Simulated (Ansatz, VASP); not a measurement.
Al: VASP beside Ansatz

```
Al
1.0
     3.21264    3.21264    3.21264
    -3.21264   -3.21264    3.21264
     3.21264   -3.21264   -3.21264
Al
8
Cartesian
  -0.2340 -3.2126 0.0000
  1.6063 -1.6063 -1.6063
  -1.6063 -1.6063 1.6063
  0.0000 0.0000 0.0000
  1.6063 -1.6063 1.6063
  3.2126 0.0000 0.0000
  0.0000 0.0000 3.2126
  1.6063 1.6063 1.6063
```

Alike in both runs: task single point; functional PBEsol; k mesh 10 × 10 × 10; occupations gaussian, width 0.15 eV; no spin polarisation.

|  | VASP | Ansatz |
| --- | --- | --- |
| version | VASP 6.6.1 | Ansatz 0.2.0 |
| potentials or method | VASP PAW PBE potentials, release 64 (Al), cutoff 520 eV | scalar-relativistic, plane waves, PAW |
| valence electrons in the cell | 24 | 24 |

|  | VASP | Ansatz | Ansatz less VASP |
| --- | --- | --- | --- |
| gap on the k mesh at the Fermi level (eV) | none | none | - |
| pressure (GPa) | 0.5 | 0.5 | -0.08 |
| traceless stress, the component that is largest in VASP (GPa) | -0.26 | -0.26 | +0.001 |
| rms of the force components (eV/Å) | 0.294 | 0.292 | -0.0016 |

VASP's potentials were made for PBE, not for PBEsol, and Ansatz warns of the same on its side. Atom by atom the forces differ by 0.002 eV/Å (rms over components). A gap of «none» marks a metal or a gap that the smearing closes.
